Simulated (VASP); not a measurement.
A run of VASP 6.6.1:

INCAR

```
ALGO     = Normal         # electronic algorithm
EDIFF    = 1E-8           # SCF threshold, eV
ENCUT    = 520            # plane-wave cutoff, eV
GGA      = PE             # functional
ISIF     = 2              # what is computed and relaxed
ISMEAR   = -1             # smearing method
LASPH    = T              # aspherical terms in the spheres
LCHARG   = F              # write CHGCAR
LEFG     = T            
LREAL    = F              # projectors in reciprocal space
LWAVE    = F              # write WAVECAR
NBANDS   = 21             # bands
NELM     = 60             # most SCF steps
PREC     = Accurate       # precision mode
SIGMA    = 0.05           # smearing width, eV
```

File KPOINTS:

```
k-points
0
Gamma
  14 14 14
```

Contents of POSCAR:

```
Ge
1.0
    0.0000000000      2.8286750000      2.8286750000
    2.8286750000      0.0000000000      2.8286750000
    2.8286750000      2.8286750000      0.0000000000
Ge
2
Direct
    0.0000000000      0.0000000000      0.0000000000
    0.2500000000      0.2500000000      0.2500000000
```

Potentials or basis: VASP PAW PBE potentials, release 64 (Ge_d).

Run with:

```bash
$ cat potpaw_PBE.64/Ge_d/POTCAR > POTCAR
$ mpirun -np 1 vasp_std > vasp.out
```

Hardware: 1 thread of AMD EPYC 7R13, on a shared host.

Q: How long does it take, and how much memory?

A: It took 3.7 min on 1 thread of AMD EPYC 7R13, with other jobs on the host, peak memory 0.19 GiB. Counts: scf iterations 15, k points 104.
